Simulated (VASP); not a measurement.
# Te2Pt (P-3m1) in VASP: single point with PBE

Aim: the single point of Te2Pt with PBE.

Everything below comes from runs of VASP 6.6.1. Logs are shortened: lines on timing, memory, paths and dates and some standing lists are left out, and cuts for length are marked.

**1. The cell of the first run**

Symmetry: P-3m1, No. 164, trigonal system. The conventional cell has a = 4.038 Å, b = 4.038 Å, c = 5.311 Å, α = 90.00°, β = 90.00°, γ = 120.00°. Pt (site symmetry -3m) has 6 Te at 2.70 Å within 3.6 Å. Within 3.6 Å of Te (site symmetry 3m) lie 3 Pt at 2.70 Å and 6 Te at 3.48 to 3.59 Å.

**2. Single point, PBE, non-collinear spin, zero start, spin-orbit coupling**

The input, INCAR:

```
SYSTEM = Te2Pt
  PREC = Accurate
  ENCUT = 500
  EDIFF = 1E-6
  ISMEAR = -1
  SIGMA = 0.02
  LREAL = .False.
  LASPH = .True.
  NELM = 200
  ALGO = Normal
  ISIF = 2
  LWAVE = .False.
  LCHARG = .False.
  LNONCOLLINEAR = .True.
  MAGMOM = 0 0 0 0 0 0 0 0 0
  LORBIT = 11
  LSORBIT = .True.
  GGA_COMPAT = .False.
  LORBMOM = .True.
  LMAXMIX = 4
  GGA = PE
  NBANDS = 35
```

The input, KPOINTS:

```
Automatic mesh
0
Gamma
  12 12 6
  0 0 0
```

The input, POSCAR:

```
Te2Pt
1.0
    4.0381770485      0.0000000000      0.0000000000
   -2.0190885242      3.4971639090      0.0000000000
    0.0000000000      0.0000000000      5.3109615732
Pt Te
1 2
Direct
    0.0000000000      0.0000000000      0.0000000000
    0.3333333333      0.6666666667      0.2568463256
    0.6666666667      0.3333333333      0.7431536744
```

Potentials or basis: VASP PAW PBE potentials, release 64 (Pt, Te).

On the command line:

```sh
> cat potpaw_PBE.64/Pt/POTCAR potpaw_PBE.64/Te/POTCAR > POTCAR
> mpirun -np 1 vasp_ncl > vasp.out
```

OUTCAR:

```text
SYSTEM = Te2Pt
   PREC = Accurate
   ENCUT = 500
   EDIFF = 1E-6
   ISMEAR = -1
   LREAL = .False.
   LASPH = .True.
   NELM = 200
   ISIF = 2
   LNONCOLLINEAR = .True.
   LORBIT = 11
   LSORBIT = .True.
   GGA = PE

 ion  position               nearest neighbor table
   1  0.000  0.000  0.000-   2 2.70   3 2.70   2 2.70   3 2.70   3 2.70   2 2.70
   2  0.333  0.667  0.257-   1 2.70   1 2.70   1 2.70   3 3.48   3 3.48   3 3.48   3 3.59   3 3.59
                             3 3.59
   3  0.667  0.333  0.743-   1 2.70   1 2.70   1 2.70   2 3.48   2 3.48   2 3.48   2 3.59   2 3.59
                             2 3.59

  LATTYP: Found a hexagonal cell.
 ALAT       =     4.0381770485
 C/A-ratio  =     1.3151878953

  Lattice vectors:

 A1 = (   4.0381770485,   0.0000000000,   0.0000000000)
 A2 = (  -2.0190885242,   3.4971639090,   0.0000000000)
 A3 = (   0.0000000000,   0.0000000000,   5.3109615732)

Analysis of symmetry for initial positions (statically):
=====================================================================
 Subroutine PRICEL returns:
 Original cell was already a primitive cell.

 Routine SETGRP: Setting up the symmetry group for a
 hexagonal supercell.

 Subroutine GETGRP returns: Found 12 space group operations
 (whereof 12 operations were pure point group operations)
 out of a pool of 24 trial point group operations.

The static configuration has the point symmetry D_3d.

Analysis of symmetry for dynamics (positions and initial velocities):
=====================================================================
 Subroutine PRICEL returns:
 Original cell was already a primitive cell.

 Routine SETGRP: Setting up the symmetry group for a
 hexagonal supercell.

 Subroutine GETGRP returns: Found 12 space group operations
 (whereof 12 operations were pure point group operations)
 out of a pool of 24 trial point group operations.

The dynamic configuration has the point symmetry D_3d.

Analysis of structural, dynamic, and magnetic symmetry:
=====================================================================
 Subroutine PRICEL returns:
 Original cell was already a primitive cell.

 Routine SETGRP: Setting up the symmetry group for a
 hexagonal supercell.

 Subroutine GETGRP returns: Found 12 space group operations
 (whereof 12 operations were pure point group operations)
 out of a pool of 24 trial point group operations.

The overall configuration has the point symmetry D_3d.

 Subroutine INISYM returns: Found 12 space group operations
 (whereof 12 operations are pure point group operations),
 and found     1 'primitive' translations

----------------------------------------------------------------------------------------

                                     Primitive cell

  volume of cell :      75.0023

  direct lattice vectors                    reciprocal lattice vectors
     4.038177048  0.000000000  0.000000000     0.247636492  0.142972996  0.000000000
    -2.019088524  3.497163909  0.000000000     0.000000000  0.285945991  0.000000000
     0.000000000  0.000000000  5.310961573     0.000000000  0.000000000  0.188289820

  length of vectors
     4.038177048  4.038177048  5.310961573     0.285945991  0.285945991  0.188289820

  position of ions in fractional coordinates (direct lattice)
     0.000000000  0.000000000  0.000000000
     0.333333333  0.666666667  0.256846326
     0.666666667  0.333333333  0.743153674

  ion indices of the primitive-cell ions
   primitive index   ion index
                 1           1
                 2           2
                 3           3

----------------------------------------------------------------------------------------

 KPOINTS: Automatic mesh

Automatic generation of k-mesh.
 Grid dimensions read from file:
 generate k-points for:   12   12    6

 Generating k-lattice:

  Cartesian coordinates                     Fractional coordinates (reciprocal lattice)
[... 101 lines left out ...]
 number of electron      21.9999998 magnetization       0.0000000     -0.0000000      0.0000000

 number of electron      21.9999998 magnetization      -0.0000000     -0.0000000     -0.0000000

 Free energy of the ion-electron system (eV)
  ---------------------------------------------------
  ext. energy  EPLUGINS =         0.00000000
  ---------------------------------------------------
  free energy    TOTEN  =       -14.07809486 eV

  energy without entropy =      -14.07623738  energy(sigma->0) =      -14.07716612

 E-fermi :   8.4454     XC(G=0): -10.4156

 val. band max:        8.4390546620   @ k =   0.0000   0.0833   0.3333
 cond. band min:       8.4458448118   @ k =   0.0000   0.3333   0.1667
 fundamental gap:      0.0067901498
 Fermi energy:         8.4453796397

 k-point     1 :       0.0000    0.0000    0.0000
  band No.  band energies     occupation
      1      -5.4864      1.00000
      2      -5.4864      1.00000
      3      -2.2785      1.00000
      4      -2.2785      1.00000
      5       1.7130      1.00000
      6       1.7130      1.00000
[... 877 lines left out ...]
     33      15.4130      0.00000
     34      15.4130      0.00000

 [... further k-points ...]

 [bands above 34 left out]

------------------------ aborting loop because EDIFF is reached ----------------------------------------

  FORCE on cell =-STRESS in cart. coord.  units (eV):
  Direction    XX          YY          ZZ          XY          YZ          ZX
  --------------------------------------------------------------------------------------
  -------------------------------------------------------------------------------------
  Total        1.6075610      1.6075610      1.0582799      0.0000000      0.0000000     -0.0000000
  in kB       34.3402564     34.3402564     22.6066725      0.0000000      0.0000000     -0.0000000
  external PRESSURE =      30.4290617 kB  Pullay stress =       0.0000000 kB

 VOLUME and BASIS-vectors are now :
 -----------------------------------------------------------------------------
  energy-cutoff  :      500.00
  volume of cell :       75.00
      direct lattice vectors                 reciprocal lattice vectors
     4.038177048  0.000000000  0.000000000     0.247636492  0.142972996  0.000000000
    -2.019088524  3.497163909  0.000000000     0.000000000  0.285945991  0.000000000
     0.000000000  0.000000000  5.310961573     0.000000000  0.000000000  0.188289820

 POSITION                                       TOTAL-FORCE (eV/Angst)
 -----------------------------------------------------------------------------------
      0.00000      0.00000      0.00000        -0.000000      0.000000      0.000000
     -0.00000      2.33144      1.36410         0.000000      0.000000      0.208824
      2.01909      1.16572      3.94686        -0.000000     -0.000000     -0.208824
 -----------------------------------------------------------------------------------
    total drift:                               -0.000000      0.000000     -0.000000

  FREE ENERGIE OF THE ION-ELECTRON SYSTEM (eV)
  ---------------------------------------------------
  free  energy   TOTEN  =       -14.0780948623 eV

  energy  without entropy=      -14.0762373808  energy(sigma->0) =      -14.07716612

 orbital moment (x)

 # of ion     p       d       tot
 ----------------------------------------
  1        -0.000  -0.000  -0.000
  2         0.000  -0.000   0.000
  3         0.000  -0.000   0.000
 ----------------------------------------
            0.000  -0.000   0.000

 orbital moment (y)

 # of ion     p       d       tot
 ----------------------------------------
  1        -0.000   0.000  -0.000
  2        -0.000   0.000  -0.000
  3        -0.000   0.000  -0.000
 ----------------------------------------
           -0.000   0.000  -0.000

 orbital moment (z)

 # of ion     p       d       tot
 ----------------------------------------
  1         0.000   0.000   0.000
  2         0.000   0.000   0.000
  3         0.000  -0.000  -0.000
 ----------------------------------------
            0.000   0.000   0.000

 Spin-Orbit-Coupling matrix elements

 Ion:    1  E_soc:     -0.6713305
 l=   1
     0.0000000    -0.0326559    -0.0344565
    -0.0326559     0.0000000    -0.0326559
    -0.0344565    -0.0326559     0.0000000
 l=   2
     0.0000000    -0.0165872     0.0000000    -0.0165872    -0.0579448
    -0.0165872     0.0000000    -0.0457998    -0.0200039    -0.0165872
     0.0000000    -0.0457998     0.0000000    -0.0457998     0.0000000
    -0.0165872    -0.0200039    -0.0457998     0.0000000    -0.0165872
    -0.0579448    -0.0165872     0.0000000    -0.0165872     0.0000000
 l=   3
     0.0000000     0.0000000     0.0000000     0.0000000     0.0000000     0.0000000     0.0000000
     0.0000000     0.0000000     0.0000000     0.0000000     0.0000000     0.0000000     0.0000000
     0.0000000     0.0000000     0.0000000     0.0000000     0.0000000     0.0000000     0.0000000
     0.0000000     0.0000000     0.0000000     0.0000000     0.0000000     0.0000000     0.0000000
[... 29 lines left out ...]
 l=   2
     0.0000000    -0.0000469     0.0000000    -0.0000469    -0.0002484
    -0.0000469     0.0000000    -0.0001597    -0.0000539    -0.0000469
     0.0000000    -0.0001597     0.0000000    -0.0001597     0.0000000
    -0.0000469    -0.0000539    -0.0001597     0.0000000    -0.0000469
    -0.0002484    -0.0000469     0.0000000    -0.0000469     0.0000000
 l=   3
     0.0000000     0.0000000     0.0000000     0.0000000     0.0000000     0.0000000     0.0000000
     0.0000000     0.0000000     0.0000000     0.0000000     0.0000000     0.0000000     0.0000000
     0.0000000     0.0000000     0.0000000     0.0000000     0.0000000     0.0000000     0.0000000
     0.0000000     0.0000000     0.0000000     0.0000000     0.0000000     0.0000000     0.0000000
     0.0000000     0.0000000     0.0000000     0.0000000     0.0000000     0.0000000     0.0000000
     0.0000000     0.0000000     0.0000000     0.0000000     0.0000000     0.0000000     0.0000000
     0.0000000     0.0000000     0.0000000     0.0000000     0.0000000     0.0000000     0.0000000

 total charge

# of ion       s       p       d       tot
------------------------------------------
    1        0.674   0.646   8.066   9.386
    2        1.397   1.863   0.069   3.328
    3        1.397   1.863   0.069   3.328
--------------------------------------------------
tot          3.467   4.372   8.203  16.042

 magnetization (x)

# of ion       s       p       d       tot
------------------------------------------
    1        0.000   0.000   0.000   0.000
    2        0.000  -0.000   0.000  -0.000
    3        0.000  -0.000   0.000  -0.000
--------------------------------------------------
tot          0.000  -0.000   0.000  -0.000

 magnetization (y)

# of ion       s       p       d       tot
------------------------------------------
    1        0.000   0.000   0.000   0.000
    2       -0.000   0.000   0.000  -0.000
    3       -0.000   0.000   0.000  -0.000
--------------------------------------------------
tot         -0.000   0.000   0.000  -0.000

 magnetization (z)

# of ion       s       p       d       tot
------------------------------------------
    1        0.000   0.000  -0.000  -0.000
    2        0.000   0.000   0.000   0.000
    3        0.000   0.000   0.000   0.000
--------------------------------------------------
tot          0.000   0.000  -0.000  -0.000
```

It took 5.5 min on 1 thread of Intel Xeon 6975P-C (Granite Rapids), shared host; peak memory 0.57 GiB.

What came out:

* Free energy: -14.0781 eV
* Pressure: 3.0 GPa
* Largest force: 0.209 eV/Å
* Net moment: 0.00 μB per cell
* Valence electrons inside the program's atomic spheres: Pt 9.39; Te 3.33

Forces in eV/Å, atoms in the order of the input:
```
Pt   0.000  0.000  0.000
Te   0.000  0.000  0.209
Te   0.000  0.000 -0.209
```

Stress tensor (GPa, compression positive):
```
3.43 0.00 0.00
0.00 3.43 0.00
0.00 0.00 2.26
```

Moments on the atoms (μB; x, y, z):
```
Pt  0.00 0.00 0.00
Te  0.00 0.00 0.00
Te  0.00 0.00 0.00
```

Caveat: the cell stands under pressure.
